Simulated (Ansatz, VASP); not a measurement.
Given: the input of a run of VASP 6.6.1 on Pb.

Contents of INCAR:

```
  PREC = Accurate
  ENCUT = 520
  EDIFF = 1E-6
  ISMEAR = -1
  SIGMA = 0.05
  LREAL = F
  LASPH = T
  NELM = 150
  ALGO = Fast
  ISIF = 2
  LWAVE = F
  LCHARG = F
  MAGMOM = 0 0 0
  LORBIT = 11
  LSORBIT = T
  GGA_COMPAT = F
  LORBMOM = T
  GGA = PE
  NBANDS = 25
```

The input KPOINTS:

```
regular mesh
0
Gamma
  9 9 9
```

POSCAR

```
Pb
1.0
    0.0000000000      2.4244952108      2.4244952108
    2.4244952108      0.0000000000      2.4244952108
    2.4244952108      2.4244952108      0.0000000000
Pb
1
Direct
    0.0000000000      0.0000000000      0.0000000000
```

Potentials or basis: VASP PAW PBE potentials, release 64 (Pb_d).

Command:

```sh
$ cat potpaw_PBE.64/Pb_d/POTCAR > POTCAR
$ mpirun -np 1 vasp_ncl > vasp.out
```

Task: Translate it to Ansatz 0.2.0. Potentials there: Ansatz PAW.

Result: As run (the cutoff follows the program's own potentials):

Contents of input.yaml:

```yaml
crystal:
  lattice:
    - [0.0, 2.4244952108, 2.4244952108]
    - [2.4244952108, 0.0, 2.4244952108]
    - [2.4244952108, 2.4244952108, 0.0]
  atoms:
    - { symbol: Pb, position: [0.0, 0.0, 0.0] }
hamiltonian:
  xc: pbe
  pseudopotentials: { kind: paw_fr }
magnetization:
  noncollinear: true
  spin_orbit: true
kpoints:
  mp_grid: { grid: [9, 9, 9] }
scf:
  occupations: { method: fermi_dirac, width: 0.05 }
output:
  forces: true
  stress: true
  eigenvalues: true
```

Potentials or basis: Ansatz PAW.

Command:

```sh
$ ansatz run input.yaml --threads 2 --pin off --max-ram 5120MiB --backend cpu --events-out ev --progress --plain --runs-dir out
```

Both were run:

|  | VASP | Ansatz | Ansatz less VASP |
| --- | --- | --- | --- |
| pressure (GPa) | 5.9 | 5.8 | -0.05 |
| net moment per atom (μB) | 0.00 | 0.00 | 0.000 |
